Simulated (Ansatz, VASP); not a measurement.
**One calculation of Sb, two programs**

File INCAR:

```
PREC     = Accurate       # precision mode
ENCUT    = 520            # plane-wave cutoff, eV
EDIFF    = 1E-6           # SCF threshold, eV
ISMEAR   = 1              # smearing method
SIGMA    = 0.2            # smearing width, eV
LREAL    = F              # projectors in reciprocal space
LASPH    = T              # aspherical terms in the spheres
NELM     = 80             # most SCF steps
ALGO     = Normal         # electronic algorithm
ISIF     = 2              # what is computed and relaxed
LWAVE    = F              # write WAVECAR
LCHARG   = F              # write CHGCAR
NBANDS   = 12             # bands
```

The input KPOINTS:

```
regular mesh
0
Gamma
  9 9 9
```

POSCAR

```
Sb
1.0
    2.1456002536      1.2387628840      3.6587425366
   -2.1456002536      1.2387628840      3.6587425366
    0.0000000000     -2.4775257680      3.6587425366
Sb
2
Direct
    0.2359371474      0.2359371474      0.2359371474
    0.7640628526      0.7640628526      0.7640628526
```

Input for Ansatz:

```yaml
crystal:
  lattice:
    - [2.1456002536, 1.238762884, 3.6587425366]
    - [-2.1456002536, 1.238762884, 3.6587425366]
    - [0.0, -2.477525768, 3.6587425366]
  atoms:
    - { symbol: Sb, position: [0.2359371474, 0.2359371474, 0.2359371474] }
    - { symbol: Sb, position: [0.7640628526, 0.7640628526, 0.7640628526] }
hamiltonian:
  xc: lda
  pseudopotentials:
    kind: paw
    azcp:
      Sb: "pseudopotentials/Sb.paw.azcp"
basis:
  ecutwfc: 420
  fft_grid_basis: typed
kpoints:
  mp_grid: { grid: [9, 9, 9], shift: [0, 0, 0] }
magnetization:
  spin_polarized: false
scf:
  occupations: { method: methfessel_paxton, width: 0.2 }
  lower_state_search: "off"
output:
  stress: true
```

Alike in both runs: task single point; functional LDA; k mesh 9 × 9 × 9; occupations methfessel-paxton of order 1, width 0.2 eV; no spin polarisation.

```csv
,VASP,Ansatz
version,VASP 6.6.1,Ansatz 0.2.0
potentials or method,"VASP PAW LDA potentials, release 64 (Sb), cutoff 520 eV","plane waves (420 eV) with PAW, scalar-relativistic"
valence electrons in the cell,10,30
```

Ansatz gave:

* pressure (GPa): 0.0
* traceless stress, the component that is largest in VASP (GPa): -0.03

**Question.** What did VASP give for the same quantities?

**Answer.** Pressure (GPa): 0.3; traceless stress, the component that is largest in VASP (GPa): -0.08.

Ansatz warns that its potentials were made for another functional, while VASP's fit it. LDA's correlation is that of Perdew and Zunger in VASP and of Perdew and Wang (1992) in Ansatz. VASP's potentials hold 10 valence electrons a cell and Ansatz's 30, so a difference there can come from the potentials and not from the codes.

Spin-orbit coupling is off throughout.
